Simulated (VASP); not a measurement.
A run of VASP 6.6.1 is set up as follows.

The input INCAR:

```
SYSTEM = Si4P
ALGO     = Normal         ! electronic algorithm
EDIFF    = 1E-6           ! SCF threshold, eV
ENCUT    = 520            ! plane-wave cutoff, eV
GGA      = PE             ! functional
ISIF     = 2              ! what is computed and relaxed
ISMEAR   = 0              ! smearing method
LASPH    = .TRUE.         ! aspherical terms in the spheres
LCHARG   = .TRUE.         ! write CHGCAR
LELF     = .TRUE.         ! ELF
LREAL    = .FALSE.        ! projectors in reciprocal space
LVHAR    = .TRUE.       
LWAVE    = .FALSE.        ! write WAVECAR
NBANDS   = 32             ! bands
NELM     = 80             ! most SCF steps
PREC     = Accurate       ! precision mode
SIGMA    = 0.2            ! smearing width, eV
```

KPOINTS

```
k-points
0
G
  6 6 1
  0 0 0
```

POSCAR

```
Si4P
1.0
    3.6344491558     -0.6442864558      0.0872043694
   -2.3614584964      2.8033593477      0.0733625041
    0.4511481230      0.7408469180     17.6157073529
Si P
8 2
Direct
    0.1252737639      0.6709635346      0.3996997279
    0.8630877303      0.9158962575      0.8996214550
    0.2195077228      0.2834675957      0.0956165973
   -0.5150280860      0.0288334465      0.5959500678
    0.7054887828      0.7587761955      0.3036562302
    0.9907551337      1.5259291661      0.8046803867
    0.3409094623      0.8893483070      0.0006835610
    0.0709753112      0.1248183382      0.5000164184
    0.7471463934      0.2746880513      0.2010302601
    0.4518837856      0.5272791079      0.6990452956
```

Potentials or basis: VASP PAW PBE potentials, release 64 (Si, P).

The run is started by

```console
$ cat potpaw_PBE.64/Si/POTCAR potpaw_PBE.64/P/POTCAR > POTCAR
$ mpirun -np 1 vasp_std > vasp.out
```

(1) What does it give for the pressure?

(2) Estimate the band gap on the k mesh.

(3) Estimate the largest force.

## Answers

(1) -0.1 GPa.

(2) zero (bands 21 and 22 overlap by 3.26 eV).

(3) 0.017 eV/Å.

Caveat: the k points lie up to 0.44 Å⁻¹ apart, too coarse for converged energies and pressures of a metal.
